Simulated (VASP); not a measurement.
# O (R-3m) in VASP: further runs, part 3 of 3

VASP 6.6.1. Earlier steps stand in the parts before.

### 4 Electric field gradients, PBE

The input, INCAR:

```
SYSTEM = O
  ALGO = Normal
  EDIFF = 1E-8
  ENCUT = 520
  GGA = PE
  ISIF = 2
  ISMEAR = -1
  LASPH = .TRUE.
  LCHARG = .FALSE.
  LEFG = .TRUE.
  LREAL = .FALSE.
  LWAVE = .FALSE.
  NBANDS = 13
  NELM = 80
  PREC = Accurate
  SIGMA = 0.02
```

The input, KPOINTS:

```
k-points
0
G
  5 5 5
  0 0 0
```

The input, POSCAR:

```
O
1.0
    1.4233490221      0.8217709410      3.4083000000
   -1.4233490221      0.8217709410      3.4083000000
    0.0000000000     -1.6435418821      3.4083000000
O
2
Direct
    0.0577000000      0.0577000000      0.0577000000
    0.9423000000      0.9423000000      0.9423000000
```

Potentials or basis: VASP PAW PBE potentials, release 64 (O).

The run is started by

```bash
> cat potpaw_PBE.64/O/POTCAR > POTCAR
> mpirun -np 1 vasp_std > vasp.out
```

OUTCAR:

```text
SYSTEM = O
   EDIFF = 1E-8
   ENCUT = 520
   GGA = PE
   ISIF = 2
   ISMEAR = -1
   LASPH = .TRUE.
   LREAL = .FALSE.
   NELM = 80
   PREC = Accurate

 ion  position               nearest neighbor table
   1  0.058  0.058  0.058-   2 1.18
   2  0.942  0.942  0.942-   1 1.18

  LATTYP: Found a trigonal (rhomboedric) cell.
 ALAT       =     3.7838788046
 COS(alpha) =     0.7170052526

  Lattice vectors:

 A1 = (   1.4233490221,   0.8217709410,   3.4083000000)
 A2 = (  -1.4233490221,   0.8217709410,   3.4083000000)
 A3 = (   0.0000000000,  -1.6435418821,   3.4083000000)

Analysis of symmetry for initial positions (statically):
=====================================================================
 Subroutine PRICEL returns:
 Original cell was already a primitive cell.

 Routine SETGRP: Setting up the symmetry group for a
 trigonal (rhombohedral) supercell.

 Subroutine GETGRP returns: Found 12 space group operations
 (whereof 12 operations were pure point group operations)
 out of a pool of 12 trial point group operations.

The static configuration has the point symmetry D_3d.

Analysis of symmetry for dynamics (positions and initial velocities):
=====================================================================
 Subroutine PRICEL returns:
 Original cell was already a primitive cell.

 Routine SETGRP: Setting up the symmetry group for a
 trigonal (rhombohedral) supercell.

 Subroutine GETGRP returns: Found 12 space group operations
 (whereof 12 operations were pure point group operations)
 out of a pool of 12 trial point group operations.

[... 439 lines left out ...]
      2     -14.3355      2.00000
      3      -7.1287      2.00000
      4      -6.5464      2.00000
      5      -6.3946      2.00000
      6       0.5263      0.18027
      7       1.0973      0.00000
      8       9.1402      0.00000
      9      10.5327      0.00000
     10      14.4658      0.00000
     11      17.1930      0.00000
     12      22.1971      0.00000
     13      23.2838      0.00000

------------------------ aborting loop because EDIFF is reached ----------------------------------------

  FORCE on cell =-STRESS in cart. coord.  units (eV):
  Direction    XX          YY          ZZ          XY          YZ          ZX
  --------------------------------------------------------------------------------------
  -------------------------------------------------------------------------------------
  Total       -0.8131001     -0.8131001      5.9202064      0.0000000     -0.0000000      0.0000000
  in kB      -54.4632213    -54.4632213    396.5483816      0.0000000     -0.0000000      0.0000000
  external PRESSURE =      95.8739796 kB  Pullay stress =       0.0000000 kB

 VOLUME and BASIS-vectors are now :
 -----------------------------------------------------------------------------
  energy-cutoff  :      520.00
  volume of cell :       23.92
      direct lattice vectors                 reciprocal lattice vectors
     1.423349022  0.821770941  3.408300000     0.351284184  0.202814018  0.097800467
    -1.423349022  0.821770941  3.408300000    -0.351284184  0.202814018  0.097800467
     0.000000000 -1.643541882  3.408300000     0.000000000 -0.405628037  0.097800467

 POSITION                                       TOTAL-FORCE (eV/Angst)
 -----------------------------------------------------------------------------------
      0.00000     -0.00000      0.58998         0.000000     -0.000000      4.336999
      0.00000     -0.00000      9.63492         0.000000      0.000000     -4.336999
 -----------------------------------------------------------------------------------
    total drift:                                0.000000     -0.000000      0.000000

  FREE ENERGIE OF THE ION-ELECTRON SYSTEM (eV)
  ---------------------------------------------------
  free  energy   TOTEN  =        -9.2731776584 eV

  energy  without entropy=       -9.2672595716  energy(sigma->0) =       -9.27021862

 Electric field gradients (V/A^2)
---------------------------------------------------------------------
 ion       V_xx      V_yy      V_zz      V_xy      V_xz      V_yz
---------------------------------------------------------------------
   1     -59.486   -59.486   118.972    -0.000     0.000     0.000
   2     -59.486   -59.486   118.972    -0.000     0.000     0.000
---------------------------------------------------------------------

 Electric field gradients after diagonalization (V/A^2)
 (convention: |V_zz| > |V_xx| > |V_yy|)
----------------------------------------------------------------------
 ion       V_xx      V_yy      V_zz     asymmetry (V_yy - V_xx)/ V_zz
----------------------------------------------------------------------
   1     -59.486   -59.486   118.972       0.000
   2     -59.486   -59.486   118.972       0.000
----------------------------------------------------------------------

           NMR quadrupolar parameters

 Cq : quadrupolar parameter    Cq=e*Q*V_zz/h
 eta: asymmetry parameters     (V_yy - V_xx)/ V_zz
 Q  : nuclear electric quadrupole moment in mb (millibarn)
----------------------------------------------------------------------
 ion       Cq(MHz)       eta       Q (mb)
----------------------------------------------------------------------
   1       0.288       0.000       1.000
   2       0.288       0.000       1.000
----------------------------------------------------------------------
```

OSZICAR:

```text
N       E                     dE             d eps       ncg     rms          rms(c)
DAV:   1     0.395641466427E+02    0.39564E+02   -0.62918E+03   494   0.844E+02
DAV:   2    -0.808516118085E+01   -0.47649E+02   -0.45964E+02   650   0.189E+02
DAV:   3    -0.959579865626E+01   -0.15106E+01   -0.14871E+01   539   0.304E+01
DAV:   4    -0.960011113712E+01   -0.43125E-02   -0.43123E-02   579   0.200E+00
DAV:   5    -0.960012726548E+01   -0.16128E-04   -0.16128E-04   544   0.115E-01    0.462E+00
DAV:   6    -0.933173384993E+01    0.26839E+00   -0.24033E-01   519   0.447E+00    0.242E+00
DAV:   7    -0.927085137885E+01    0.60882E-01   -0.21425E-01   559   0.411E+00    0.491E-01
DAV:   8    -0.927312289960E+01   -0.22715E-02   -0.15249E-02   499   0.104E+00    0.853E-02
DAV:   9    -0.927316840837E+01   -0.45509E-04   -0.16560E-04   599   0.117E-01    0.269E-02
DAV:  10    -0.927317688898E+01   -0.84806E-05   -0.22620E-05   504   0.468E-02    0.743E-03
DAV:  11    -0.927317795616E+01   -0.10672E-05   -0.42941E-06   539   0.183E-02    0.468E-03
DAV:  12    -0.927317758548E+01    0.37069E-06   -0.65624E-07   559   0.744E-03    0.123E-03
DAV:  13    -0.927317764689E+01   -0.61413E-07   -0.10912E-07   494   0.283E-03    0.220E-04
DAV:  14    -0.927317765926E+01   -0.12371E-07   -0.19837E-09   362   0.397E-04    0.428E-05
DAV:  15    -0.927317765838E+01    0.88119E-09   -0.27958E-10   247   0.156E-04
   1 F= -.92731777E+01 E0= -.92702186E+01  d E =-.591809E-02
```

stdout:

```text
POSCAR found type information on POSCAR O
 POSCAR found :  1 types and       2 ions
 scaLAPACK will be used
 LDA part: xc-table for (Slater+PW92), standard interpolation
 POSCAR, INCAR and KPOINTS ok, starting setup
 FFT: planning ... GRIDC
 FFT: planning ... GRID_SOFT
 FFT: planning ... GRID
 WAVECAR not read
 entering main loop
ion   1

ion   2
```

It took 6.7 s on 1 thread of Intel Xeon 6975P-C (Granite Rapids), shared host; peak memory 0.14 GiB.

Results:

- Free energy: -9.2732 eV
- Pressure: 9.6 GPa
- Largest force: 4.337 eV/Å
- Band gap on the k mesh: zero (band 6 reaches 1.22 eV, above the bottom of band 7 at 0.16 eV)

Forces on the atoms (eV/Å):
```
O    0.000  0.000  4.337
O    0.000  0.000 -4.337
```

Stress tensor (GPa, compression positive):
```
-5.45  0.00  0.00
 0.00 -5.45  0.00
 0.00  0.00 39.65
```

Levels at points of the mesh, in eV from the Fermi level:
| k point | band 2 | band 3 | band 4 | band 5 | band 6 | band 7 | band 8 | band 9 | band 10 | band 11 |
| --- | --- | --- | --- | --- | --- | --- | --- | --- | --- | --- |
| (0.00, 0.00, 0.00) | -13.91 | -9.19 | -6.63 | -6.63 | 0.52 | 0.52 | 8.25 | 11.68 | 14.98 | 18.66 |

Electric field gradients, principal values (V/Å²):
```
atom    least   middle  greatest (by size)
 1 O  -59.486  -59.486             118.972
 2 O  -59.486  -59.486             118.972
```

Caveat: the k points lie up to 0.52 Å⁻¹ apart; the standard files for N, O and F lose accuracy on very short bonds; spin is off for a triplet molecule; without QUAD_EFG the Cq values of the log hold for a quadrupole moment of 1 mb, not for the nuclei; forces of over 1 eV/Å act on the atoms, so gaps and moduli don't describe the material at rest.

### 5 Electric field gradients, PBE

The input, INCAR:

```
SYSTEM = O
PREC = Accurate
ENCUT = 520
EDIFF = 1E-8
ISMEAR = -1
SIGMA = 0.02
LREAL = .False.
LASPH = .True.
NELM = 80
ALGO = Normal
ISIF = 2
LWAVE = .False.
LCHARG = .False.
GGA = PE
LEFG = .True.
NBANDS = 13
```

The input, KPOINTS:

```
Automatic mesh
0
Gamma
  8 8 8
  0 0 0
```

POSCAR is that of step 4.

Potentials or basis: VASP PAW PBE potentials, release 64 (O).

The run is started by

```bash
> cat potpaw_PBE.64/O/POTCAR > POTCAR
> mpirun -np 1 vasp_std > vasp.out
```

OUTCAR:

```text
SYSTEM = O
   PREC = Accurate
   ENCUT = 520
   EDIFF = 1E-8
   ISMEAR = -1
   LREAL = .False.
   LASPH = .True.
   NELM = 80
   ISIF = 2
   GGA = PE

 ion  position               nearest neighbor table
   1  0.058  0.058  0.058-   2 1.18
   2  0.942  0.942  0.942-   1 1.18

  LATTYP: Found a trigonal (rhomboedric) cell.
 ALAT       =     3.7838788046
 COS(alpha) =     0.7170052526

  Lattice vectors:

 A1 = (   1.4233490221,   0.8217709410,   3.4083000000)
 A2 = (  -1.4233490221,   0.8217709410,   3.4083000000)
 A3 = (   0.0000000000,  -1.6435418821,   3.4083000000)

Analysis of symmetry for initial positions (statically):
=====================================================================
 Subroutine PRICEL returns:
 Original cell was already a primitive cell.

 Routine SETGRP: Setting up the symmetry group for a
 trigonal (rhombohedral) supercell.

[... 571 lines left out ...]
  volume of cell :       23.92
      direct lattice vectors                 reciprocal lattice vectors
     1.423349022  0.821770941  3.408300000     0.351284184  0.202814018  0.097800467
    -1.423349022  0.821770941  3.408300000    -0.351284184  0.202814018  0.097800467
     0.000000000 -1.643541882  3.408300000     0.000000000 -0.405628037  0.097800467

 POSITION                                       TOTAL-FORCE (eV/Angst)
 -----------------------------------------------------------------------------------
      0.00000     -0.00000      0.58998         0.000000     -0.000000      4.302222
      0.00000     -0.00000      9.63492         0.000000      0.000000     -4.302222
 -----------------------------------------------------------------------------------
    total drift:                                0.000000     -0.000000      0.000000

  FREE ENERGIE OF THE ION-ELECTRON SYSTEM (eV)
  ---------------------------------------------------
  free  energy   TOTEN  =        -9.2855638186 eV

  energy  without entropy=       -9.2808486565  energy(sigma->0) =       -9.28320624

 Electric field gradients (V/A^2)
---------------------------------------------------------------------
 ion       V_xx      V_yy      V_zz      V_xy      V_xz      V_yz
---------------------------------------------------------------------
   1     -59.361   -59.361   118.722    -0.000     0.000     0.000
   2     -59.361   -59.361   118.722     0.000    -0.000     0.000
---------------------------------------------------------------------

 Electric field gradients after diagonalization (V/A^2)
 (convention: |V_zz| > |V_xx| > |V_yy|)
----------------------------------------------------------------------
 ion       V_xx      V_yy      V_zz     asymmetry (V_yy - V_xx)/ V_zz
----------------------------------------------------------------------
   1     -59.361   -59.361   118.722       0.000
   2     -59.361   -59.361   118.722       0.000
----------------------------------------------------------------------

           NMR quadrupolar parameters

 Cq : quadrupolar parameter    Cq=e*Q*V_zz/h
 eta: asymmetry parameters     (V_yy - V_xx)/ V_zz
 Q  : nuclear electric quadrupole moment in mb (millibarn)
----------------------------------------------------------------------
 ion       Cq(MHz)       eta       Q (mb)
----------------------------------------------------------------------
   1       0.287       0.000       1.000
   2       0.287       0.000       1.000
----------------------------------------------------------------------
```

Wall time 18 s (1 thread of Intel Xeon 6975P-C (Granite Rapids), shared host); peak memory 0.15 GiB.

What came out:

- Free energy: -9.2856 eV
- Pressure: 9.5 GPa
- Largest force: 4.302 eV/Å
- Band gap on the k mesh: zero (band 6 reaches 1.24 eV, above the bottom of band 7 at -0.02 eV)

Forces on the atoms (eV/Å):
```
O    0.000  0.000  4.302
O    0.000  0.000 -4.302
```

Levels at points of the mesh, in eV from the Fermi level:
```csv
k point,band 3,band 4,band 5,band 6,band 7,band 8,band 9,band 10
"(0.00, 0.00, 0.00)",-9.12,-6.56,-6.56,0.59,0.59,8.32,11.75,15.05
"(0.50, 0.00, 0.00)",-8.83,-7.86,-6.94,-0.70,0.10,10.64,12.72,13.35
"(0.50, 0.50, 0.00)",-8.63,-7.24,-7.14,-1.31,0.63,10.15,11.81,15.35
"(0.50, 0.50, 0.50)",-7.06,-6.66,-6.66,0.83,0.83,8.05,8.63,13.79
```

Electric field gradients, principal values (V/Å²):
```tsv
atom	least	middle	greatest (by size)
1 O	-59.361	-59.361	118.722
2 O	-59.361	-59.361	118.722
```

Caveat: the standard files for N, O and F lose accuracy on very short bonds; spin is off for a triplet molecule; without QUAD_EFG the Cq values of the log hold for a quadrupole moment of 1 mb, not for the nuclei; forces of over 1 eV/Å act on the atoms, so gaps and moduli don't describe the material at rest.

### 6 Overview

| k mesh | gap on the mesh (eV) | pressure (GPa) | largest force (eV/Å) |
| --- | --- | --- | --- |
| 3 × 3 × 3 | none | 8.9 | 4.20 |
| 5 × 5 × 5 | none | 9.6 | 4.34 |
| 8 × 8 × 8 | none | 9.5 | 4.30 |

Alike in all rows: task electric field gradients; level PBE; potentials or basis VASP PAW PBE potentials, release 64 (O); no spin polarisation; cell as given; cutoff (eV) 520; smearing fermi-dirac 0.02 eV.

Caveats: some runs use coarse meshes; the standard files for N, O and F lose accuracy on very short bonds; spin is off for a triplet molecule; forces of over 1 eV/Å act on the atoms, so gaps and moduli don't describe the material at rest.

Absolute energies hang on the potentials; compare differences alone.
